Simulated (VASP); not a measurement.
A run of VASP 6.6.1 is set up as follows.

Contents of INCAR:

```
SYSTEM = Bi2Te3
  ALGO = Normal
  EDIFF = 1E-6
  ENCUT = 520
  GGA = PE
  ISIF = 2
  ISMEAR = 0
  LASPH = .True.
  LCHARG = .True.
  LELF = .True.
  LREAL = .False.
  LVHAR = .True.
  LWAVE = .False.
  NBANDS = 32
  NELM = 60
  PREC = Accurate
  SIGMA = 0.1
```

The input KPOINTS:

```
k-points
0
Gamma
  4 4 4
  0 0 0
```

Contents of POSCAR:

```
Bi2Te3
1.0
    5.8384557271      0.0000000000      0.0000000000
    0.0000000000      5.8384557271      0.0000000000
    0.0000000000      0.0000000000      5.8384557271
Bi Te
2 3
Direct
    0.0000000000      0.0000000000      0.0000000000
    0.5000000000      0.5000000000      0.5000000000
    0.0000000000      0.5000000000      0.5000000000
    0.5000000000      0.0000000000      0.5000000000
    0.5000000000      0.5000000000      0.0000000000
```

Potentials or basis: VASP PAW PBE potentials, release 64 (Bi_d, Te).

Command:

```console
$ cat potpaw_PBE.64/Bi_d/POTCAR potpaw_PBE.64/Te/POTCAR > POTCAR
$ mpirun -np 1 vasp_std > vasp.out
```

Q: Estimate the band gap on the k mesh.

A: Zero (bands 24 and 25 overlap by 0.63 eV).

Q: Predict the pressure.

A: 0.3 GPa.

Caveat: spin-orbit coupling is left out, which moves the levels of the heavy elements.
